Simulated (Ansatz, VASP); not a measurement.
# One calculation of K2HfSe6, two programs

The input INCAR:

```
SYSTEM = K2HfSe6
  PREC = Accurate
  ENCUT = 520
  EDIFF = 1E-6
  ISMEAR = -1
  SIGMA = 0.1
  LREAL = .False.
  LASPH = .True.
  NELM = 100
  ALGO = Normal
  ISIF = 2
  LWAVE = .False.
  LCHARG = .False.
  GGA = PE
  NBANDS = 42
```

KPOINTS

```
Automatic mesh
0
Gamma
  6 6 6
  0 0 0
```

Contents of POSCAR:

```
K2HfSe6
1.0
    0.0000000000      5.1903280000      5.1903280000
    5.1903280000      0.0000000000      5.1903280000
    5.1903280000      5.1903280000      0.0000000000
Se Hf K
6 1 2
Direct
    0.7563000000      0.2437000000      0.2437000000
    0.2437000000      0.7563000000      0.2437000000
    0.2437000000      0.7563000000      0.7563000000
    0.7563000000      0.2437000000      0.7563000000
    0.2437000000      0.2437000000      0.7563000000
    0.7563000000      0.7563000000      0.2437000000
    0.0000000000      0.0000000000      0.0000000000
    0.2500000000      0.2500000000      0.2500000000
    0.7500000000      0.7500000000      0.7500000000
```

Input for Ansatz:

```yaml
crystal:
  lattice:
    - [0.0, 5.190328, 5.190328]
    - [5.190328, 0.0, 5.190328]
    - [5.190328, 5.190328, 0.0]
  atoms:
    - { symbol: Se, position: [0.7563, 0.2437, 0.2437] }
    - { symbol: Se, position: [0.2437, 0.7563, 0.2437] }
    - { symbol: Se, position: [0.2437, 0.7563, 0.7563] }
    - { symbol: Se, position: [0.7563, 0.2437, 0.7563] }
    - { symbol: Se, position: [0.2437, 0.2437, 0.7563] }
    - { symbol: Se, position: [0.7563, 0.7563, 0.2437] }
    - { symbol: Hf, position: [0.0, 0.0, 0.0] }
    - { symbol: K, position: [0.25, 0.25, 0.25] }
    - { symbol: K, position: [0.75, 0.75, 0.75] }
  symmetry: { tolerance: 0.0003 }
kpoints:
  mp_grid: { grid: [6, 6, 6], shift: [0, 0, 0] }
  band_path:
    path:
      - [0.0, 0.0, 0.0]
      - [0.5, 0.0, 0.5]
      - [0.625, 0.25, 0.625]
      - [0.375, 0.375, 0.75]
      - [0.0, 0.0, 0.0]
      - [0.5, 0.5, 0.5]
      - [0.5, 0.25, 0.75]
      - [0.5, 0.0, 0.5]
    npoints: 8
magnetization:
  spin_polarized: false
scf:
  occupations: { method: fermi_dirac }
  lower_state_search: "off"
  max_iter: 200
hamiltonian:
  pseudopotentials: { kind: paw }
  xc: pbe
basis:
  ecutwfc: 420
  fft_grid_basis: typed
output:
  forces: true
  stress: true
  eigenvalues: true
  bader: true
  populations: true
  elf: true
  write_potential: true
  volumetric_format: npy
  dos:
    e_range: [-12, 8]
    de: 0.05
    projected: { site_lists: { Hf: [Hf], K: [K], Se: [Se] } }
checkpoint:
  read: saved_state
```

Alike in both runs: task single point; functional PBE; k mesh 6 × 6 × 6; no spin polarisation.

|  | VASP | Ansatz |
| --- | --- | --- |
| version | VASP 6.6.1 | Ansatz 0.2.0 |
| potentials or method | VASP PAW PBE potentials, release 64 (Se, Hf_pv, K_sv), cutoff 520 eV | PAW plane waves |
| occupations | fermi-dirac, width 0.1 eV | fermi-dirac |
| valence electrons in the cell | 64 | 140 |

|  | VASP | Ansatz | Ansatz less VASP |
| --- | --- | --- | --- |
| pressure (GPa) | 0.9 | 0.9 | +0.01 |
| rms of the force components (eV/Å) | 0.548 | 0.555 | +0.0067 |

Atom by atom the forces differ by 0.007 eV/Å (rms over components). VASP's potentials hold 64 valence electrons a cell and Ansatz's 140, so a difference there can come from the potentials and not from the codes.

Neither program's run includes spin-orbit coupling.
